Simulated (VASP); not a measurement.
# P: single point with PBE

The system is P.

```xyz
2
Lattice="2.4247 0.0000 0.0000 0.0000 2.4385 0.0000 -0.0203 0.0000 4.8524" Properties=species:S:1:pos:R:3 pbc="T T T"
P     2.4196    0.0000    1.2159
P    -0.0152    0.0000    3.6365
```

| Quantity | Value |
| --- | --- |
| Program | VASP 6.6.1 |
| Task | single point |
| Functional | PBE |
| Potentials or basis | VASP PAW PBE potentials, release 64 (P) |
| Cutoff | 520 eV |
| k mesh | 18 × 18 × 10 |
| Occupations | tetrahedron |
| Spin | no spin polarisation |
| Dipole correction | no |
| Further INCAR settings | ALGO = Normal; EDIFF = 1e-06; NBANDS = 12 |

- Pressure: 1.9 GPa
- Largest force: 0.096 eV/Å
- Band gap on the k mesh: zero (band 5 reaches 15.89 eV, above the bottom of band 6 at 5.77 eV)

Forces on the atoms (eV/Å):
```
P   -0.001  0.000  0.096
P    0.001  0.000 -0.096
```

Stress tensor (GPa, compression positive):
```
 2.61  0.00 -0.17
 0.00  1.43  0.00
-0.17  0.00  1.77
```

Levels at points of the mesh, in eV from the Fermi level:
```csv
k point,band 2,band 3,band 4,band 5,band 6,band 7,band 8,band 9
"(0.00, 0.00, 0.00)",-12.24,-8.81,4.93,5.14,5.18,6.73,6.80,7.84
"(0.50, 0.00, 0.00)",-8.81,-7.41,-5.38,-5.30,0.90,7.85,8.06,9.37
"(0.00, 0.50, 0.00)",-8.80,-7.54,-5.42,-5.32,0.89,7.97,8.01,9.34
"(0.50, 0.50, 0.00)",-5.42,-5.31,-2.29,-2.22,-2.14,-1.50,0.89,4.57
"(0.00, 0.00, 0.50)",-15.22,-3.14,-3.09,6.01,6.05,6.25,6.29,7.82
"(0.50, 0.00, 0.50)",-10.76,-7.56,-7.53,0.50,0.55,6.01,6.04,8.86
"(0.00, 0.50, 0.50)",-10.88,-7.55,-7.52,0.40,0.46,6.01,6.04,9.01
"(0.50, 0.50, 0.50)",-6.06,-4.25,-4.22,-4.14,-4.11,2.23,2.26,4.59
```

Run time: 79 s on 1 thread of Intel(R) Xeon(R) 6975P-C (Granite Rapids), with other jobs on the host, peak memory 0.35 GiB.

Caveat: tetrahedron occupations give inexact forces and stress in metals.
